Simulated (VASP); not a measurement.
Input of a VASP 6.6.1 run:

Contents of INCAR:

```
PREC = Accurate ; ENCUT = 520
EDIFF = 1E-6 ; ISMEAR = -1
SIGMA = 0.1 ; LREAL = False
LASPH = True ; NELM = 60
ALGO = Normal ; ISIF = 2
LWAVE = False ; LCHARG = False
GGA = PE ; NBANDS = 29
```

File KPOINTS:

```
regular mesh
0
Gamma
  5 5 5
```

Contents of POSCAR:

```
TiPt3
1.0
    3.9478208603      0.0000000000      0.0000000000
    0.0000000000      3.9478208603      0.0000000000
    0.0000000000      0.0000000000      3.9478208603
Ti Pt
1 3
Direct
    0.0000000000      0.0000000000      0.0000000000
    0.0000000000      0.5000000000      0.5000000000
    0.5000000000      0.0000000000      0.5000000000
    0.5000000000      0.5000000000      0.0000000000
```

Potentials or basis: VASP PAW PBE potentials, release 64 (Ti_sv, Pt).

Run with:

```console
$ cat potpaw_PBE.64/Ti_sv/POTCAR potpaw_PBE.64/Pt/POTCAR > POTCAR
$ mpirun -np 1 vasp_std > vasp.out
```

Task: Predict the band gap on the k mesh.

Result: Zero (band 21 reaches 12.51 eV, above the bottom of band 22 at 11.17 eV).

Task: Estimate the pressure.

Result: -0.4 GPa.

Caveat: spin-orbit coupling is left out, which moves the levels of the heavy elements.
